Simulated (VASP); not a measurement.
A run of VASP 6.6.1 is set up as follows.

File INCAR:

```
PREC     = Accurate       # precision mode
ENCUT    = 600            # plane-wave cutoff, eV
EDIFF    = 1E-6           # SCF threshold, eV
ISMEAR   = 0              # smearing method
SIGMA    = 0.2            # smearing width, eV
LREAL    = Auto         
LASPH    = True           # aspherical terms in the spheres
NELM     = 100            # most SCF steps
ALGO     = Normal         # electronic algorithm
ISIF     = 3              # what is computed and relaxed
LWAVE    = False          # write WAVECAR
LCHARG   = False          # write CHGCAR
GGA      = PE             # functional
IBRION   = 2              # ionic algorithm
NSW      = 36             # ionic steps
EDIFFG   = -0.08          # ionic threshold
```

KPOINTS

```
Automatic mesh
0
Gamma
  4 4 3
```

File POSCAR:

```
AlH7
1.0
    5.5800000000      0.0000000000      0.0000000000
   -2.7900000000      4.8324217500      0.0000000000
    0.0000000000      0.0000000000      4.9000000000
Al H
2 14
Direct
    0.0000000000      0.0000000000      0.0000000000
    0.0000000000      0.0000000000      0.5000000000
    0.3333333300      0.6666666700      0.4240000000
    0.3333333300      0.6666666700      0.5760000000
    0.3333333300      0.6666666700      0.9240000000
    0.3333333300      0.6666666700      0.0760000000
    0.6666666700      0.3333333300      0.9240000000
    0.6666666700      0.3333333300      0.0760000000
    0.6666666700      0.3333333300      0.4240000000
    0.6666666700      0.3333333300      0.5760000000
    0.0000000000      0.7830000000      0.7500000000
    0.7830000000      0.0000000000      0.7500000000
    0.7830000000      0.7830000000      0.2500000000
    0.2170000000      0.2170000000      0.7500000000
    0.0000000000      0.2170000000      0.2500000000
    0.2170000000      0.0000000000      0.2500000000
```

Potentials or basis: VASP PAW PBE potentials, release 64 (Al, H).

Launch:

```console
$ cat potpaw_PBE.64/Al/POTCAR potpaw_PBE.64/H/POTCAR > POTCAR
$ mpirun -np 1 vasp_std > vasp.out
```

Estimate the space group after relaxing (to 0.1 Å).

P6_3/mcm (No. 193).

Predict the band gap on the k mesh.

2.24 eV.

Stress tensor (GPa, compression positive):
```
 0.12  0.00  0.00
 0.00  0.12  0.00
 0.00  0.00 -0.32
```

Caveat: the k points lie up to 0.44 Å⁻¹ apart in the final cell. A k mesh can miss the band edges.
